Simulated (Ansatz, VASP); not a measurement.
Ba: VASP beside Ansatz

The input POSCAR:

```
Ba
1.0
    7.4168877077      0.0000000000      0.0000000000
   -3.7084438538      6.4232131719      0.0000000000
    0.0000000000      0.0000000000      4.3525070911
Ba
3
Direct
    1.0000000000      0.0000000000      1.0000000000
    0.3333333333      0.6666666667      0.5000000000
    0.6666666667      0.3333333333      0.5000000000
```

The input INCAR.step1:

```
SYSTEM = Ba
PREC = Accurate
ENCUT = 520
ISMEAR = -1
SIGMA = 0.1
LREAL = .False.
LASPH = .True.
NELM = 80
NBANDS = 22
GGA = PE
ALGO = Normal
EDIFF = 1E-4
LWAVE = .True.
LCHARG = .False.
```

File INCAR.step2:

```
SYSTEM = Ba
PREC = Accurate
ENCUT = 520
EDIFF = 1E-6
ISMEAR = -1
SIGMA = 0.1
LREAL = .False.
LASPH = .True.
NELM = 80
ALGO = Normal
ISIF = 2
LWAVE = .False.
LCHARG = .False.
METAGGA = R2SCAN
LMIXTAU = .True.
NBANDS = 22
ISTART = 1
```

The input KPOINTS:

```
Automatic mesh
0
Gamma
  6 6 8
  0 0 0
```

Input for Ansatz:

```yaml
crystal:
  lattice:
    - [7.4168877077, 0.0, 0.0]
    - [-3.7084438538, 6.4232131719, 0.0]
    - [0.0, 0.0, 4.3525070911]
  atoms:
    - { symbol: Ba, position: [1.0, 0.0, 1.0] }
    - { symbol: Ba, position: [0.3333333333, 0.6666666667, 0.5] }
    - { symbol: Ba, position: [0.6666666667, 0.3333333333, 0.5] }
hamiltonian:
  xc: r2scan
  pseudopotentials:
    kind: paw
    azcp:
      Ba: "pseudopotentials/Ba.paw.azcp"
basis:
  ecutwfc: 500
  fft_grid_basis: typed
kpoints:
  mp_grid: { grid: [6, 6, 8], shift: [0, 0, 0] }
magnetization:
  spin_polarized: false
scf:
  occupations: { method: fermi_dirac, width: 0.1 }
  lower_state_search: "off"
output:
  stress: true
```

Alike in both runs: task single point; functional r2SCAN; k mesh 6 × 6 × 8; occupations fermi-dirac, width 0.1 eV; no spin polarisation.

|  | VASP | Ansatz |
| --- | --- | --- |
| version | VASP 6.6.1 | Ansatz 0.2.0 |
| potentials or method | VASP PAW PBE potentials, release 64 (Ba_sv), cutoff 520 eV | plane waves (500 eV) with PAW, scalar-relativistic |
| valence electrons in the cell | 30 | 30 |

|  | VASP | Ansatz | Ansatz less VASP |
| --- | --- | --- | --- |
| pressure (GPa) | -0.3 | -0.3 | -0.03 |

VASP's potentials were made for PBE, not for r2SCAN. With one functional, cell and mesh, what is left measures potentials, basis and numerics.

Spin-orbit coupling is off throughout.
